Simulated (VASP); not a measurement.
Write the native input for VASP 6.6.1 that does the following.

```yaml
Task: single point
Functional: PBE
Potentials_or_basis: VASP PAW PBE potentials, release 64 (Fe)
Cutoff: 520 eV
k_mesh: 8 × 8 × 6
Occupations: gaussian, width 0.05 eV
Spin: collinear spin, ferromagnetic start
Starting_moments: "[2.5, 2.5] μB"
Dipole_correction: no
Further_INCAR_settings: ALGO = Normal; EDIFF = 1e-06; NBANDS = 19
```

The structure of Fe lies in POSCAR:

```
Fe
1.0
    2.5343942123      0.0000000000      0.0000000000
   -1.2671971061      2.1948497711      0.0000000000
    0.0000000000      0.0000000000      4.3568633626
Fe
2
Direct
    0.3333333333      0.6666666667      0.7500000000
    0.6666666667      0.3333333333      0.2500000000
```

These files were run (other wordings do the same):

INCAR

```
SYSTEM = Fe
  ALGO = Normal
  EDIFF = 1E-6
  ENCUT = 520
  GGA = PE
  ISIF = 2
  ISMEAR = 0
  ISPIN = 2
  LASPH = .True.
  LCHARG = .False.
  LMAXMIX = 4
  LORBIT = 11
  LREAL = .False.
  LWAVE = .False.
  MAGMOM = 2.5 2.5
  NBANDS = 19
  NELM = 150
  PREC = Accurate
  SIGMA = 0.05
```

KPOINTS

```
k-points
0
Gamma
  8 8 6
  0 0 0
```

Potentials or basis: VASP PAW PBE potentials, release 64 (Fe).

Command:

```sh
$ cat potpaw_PBE.64/Fe/POTCAR > POTCAR
$ mpirun -np 1 vasp_std > vasp.out
```

Results of the run:

```
Pressure                                              : -0.2 GPa
Net moment                                            : 5.25 μB per cell
Site moments                                          : Fe +2.61 μB
Valence electrons inside the program's atomic spheres : Fe 7.15
```

Wall time 59 s on 1 thread of Intel(R) Xeon(R) Platinum 8375C CPU @ 2.90GHz (Ice Lake), on a shared host, peak memory 0.15 GiB.
